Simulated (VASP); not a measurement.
Runs of VASP 6.6.1 on MoS2. The structure is that of space group P-3m1 (No. 164), or close to it. The cells are those of the table. 

| cell | gap on the mesh (eV) | pressure (GPa) | largest force (eV/Å) |
| --- | --- | --- | --- |
| a = 3.254, b = 3.254, c = 6.271 Å, angles 90.0, 90.0, 120.0°, 3 atoms | none | 0.8 | 0.02 |
| a = 3.281, b = 3.281, c = 6.239 Å, angles 90.0, 90.0, 120.0°, 3 atoms | none | (b) | 0.05 |
| a = 3.236, b = 3.236, c = 6.299 Å, angles 90.0, 90.0, 120.0°, 3 atoms | none | 0.9 | 0.12 |
| a = 3.281, b = 3.281, c = 6.238 Å, angles 90.0, 90.0, 120.0°, 3 atoms | none | -0.2 | 0.02 |
| a = 3.267, b = 3.267, c = 6.255 Å, angles 90.0, 90.0, 120.0°, 3 atoms | none | 0.6 | 0.04 |
| a = 3.244, b = 3.244, c = 6.286 Å, angles 90.0, 90.0, 120.0°, 3 atoms | none | 0.9 | 0.07 |
| a = 3.230, b = 3.230, c = 6.308 Å, angles 90.0, 90.0, 120.0°, 3 atoms | none | 0.9 | (a) |

Alike in all rows: task single point; level r2SCAN; potentials or basis VASP PAW PBE potentials, release 64 (Mo_sv, S); no spin polarisation; k mesh 4 × 4 × 2; cutoff (eV) 520; smearing gaussian 0.1 eV.

Q: Estimate the missing entries.

A: (a) 0.16; (b) -0.1.

Caveats: all runs use coarse meshes; the PAW data sets were made with another functional, which shifts forces and pressure a little.

A k mesh can miss the band edges, and the runs leave out spin-orbit coupling on Mo.

A gap of «none» marks levels without a gap at the run's occupations.
